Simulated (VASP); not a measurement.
TaN: relaxation of cell and atoms with RPBE

The system is TaN.

```
Ta N
1.0
     0.00000    2.17900    2.17900
     2.17900    0.00000    2.17900
     2.17900    2.17900    0.00000
Ta N
1 1
Direct
  0.50000 0.50000 0.50000
  0.00000 0.00000 0.00000
```

```
Program                : VASP 6.6.1
Task                   : relaxation of cell and atoms
Functional             : RPBE
Potentials or basis    : VASP PAW PBE potentials, release 64 (Ta_pv, N)
Cutoff                 : 600 eV
k mesh                 : 11 × 11 × 11
Occupations            : fermi-dirac, width 0.05 eV
Spin                   : no spin polarisation
Dipole correction      : no
Further INCAR settings : ALGO = Normal; EDIFF = 1e-07; IBRION = 2; EDIFFG = -0.03; NSW = 80; ISIF = 3
```

```
Relaxed volume                         : 10.95 Å³/atom
Relaxed cell                           : a = 3.141 Å, b = 3.141 Å, c = 3.141 Å, α = 60.00°, β = 60.00°, γ = 60.00°
Space group after relaxing (to 0.05 Å) : Fm-3m (No. 225)
Energy gained by relaxing              : 36.6 meV/atom
Ionic steps                            : 4
Pressure after relaxing                : -0.1 GPa
Band gap on the k mesh                 : zero (band 8 reaches 10.92 eV, above the bottom of band 9 at 7.30 eV)
```

Step by step:
```csv
step,energy change (eV),largest force (eV/Å),pressure (GPa),volume (Å³)
1,0.0000,0.0000,20.40,20.69
2,0.2438,0.0000,-30.20,24.89
3,-0.0731,0.0000,-0.81,21.96
4,-0.0732,0.0000,-0.06,21.91
```

Final structure:
```cif
data_structure
_symmetry_space_group_name_H-M 'P 1'
_symmetry_Int_Tables_number 1
_cell_length_a 3.1409
_cell_length_b 3.1409
_cell_length_c 3.1409
_cell_angle_alpha 60.000
_cell_angle_beta 60.000
_cell_angle_gamma 60.000
_cell_volume 21.91
loop_
_atom_site_label
_atom_site_type_symbol
_atom_site_fract_x
_atom_site_fract_y
_atom_site_fract_z
_atom_site_occupancy
Ta1 Ta 0.50000 0.50000 0.50000 1
N1 N 0.00000 0.00000 0.00000 1
```

Levels at points of the mesh, in eV from the Fermi level:
```
           k point  band 4  band 5  band 6  band 7  band 8  band 9  band 10  band 11  band 12
(0.00, 0.00, 0.00)  -18.72   -3.79   -3.79   -3.79   -2.05   -2.05    -2.05     0.03     0.03
```

It took 55 s on 1 thread of Intel(R) Xeon(R) Platinum 8375C CPU @ 2.90GHz (Ice Lake) (shared host), peak memory 0.18 GiB.

Caveat: the PAW data sets were made with another functional, which shifts forces and pressure a little; spin-orbit coupling is left out, which moves the levels of the heavy elements. Zero-point motion and thermal expansion aren't in these numbers.
